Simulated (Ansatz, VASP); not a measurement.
## One calculation of GaSb, two programs

```
Sb Ga
1.0
     0.00000    3.11900    3.11900
     3.11900    0.00000    3.11900
     3.11900    3.11900    0.00000
Sb Ga
1 1
Cartesian
  4.6785 4.6785 4.6785
  0.0000 0.0000 0.0000
```

Alike in both runs: task single point; functional PBE-based screened hybrid with a share of 0.25 of exact exchange and HFSCREEN = 0.3; k mesh 4 × 4 × 4; occupations fermi-dirac, width 0.05 eV; no spin polarisation.

|  | VASP | Ansatz |
| --- | --- | --- |
| version | VASP 6.6.1 | Ansatz 0.2.0 |
| potentials or method | VASP PAW PBE potentials, release 64 (Sb, Ga_d) | Ansatz PAW |
| plane-wave cutoff (eV) | 520 | 420 |
| valence electrons in the cell | 18 | 28 |

Ansatz gave:

```
gap on the k mesh at the Fermi level (eV) : 0.25
least direct gap on the mesh (eV)         : 0.25
pressure (GPa)                            : -1.8
```

Problem. Which values does VASP return?

Solution. gap on the k mesh at the Fermi level (eV): 0.27; least direct gap on the mesh (eV): 0.27; pressure (GPa): -2.2.

VASP's potentials were made for PBE, not for PBE-based screened hybrid. VASP's potentials hold 18 valence electrons a cell and Ansatz's 28, so a difference there can come from the potentials and not from the codes.

The k mesh is coarse, so the values compare programs but aren't converged. Neither program's run includes spin-orbit coupling.
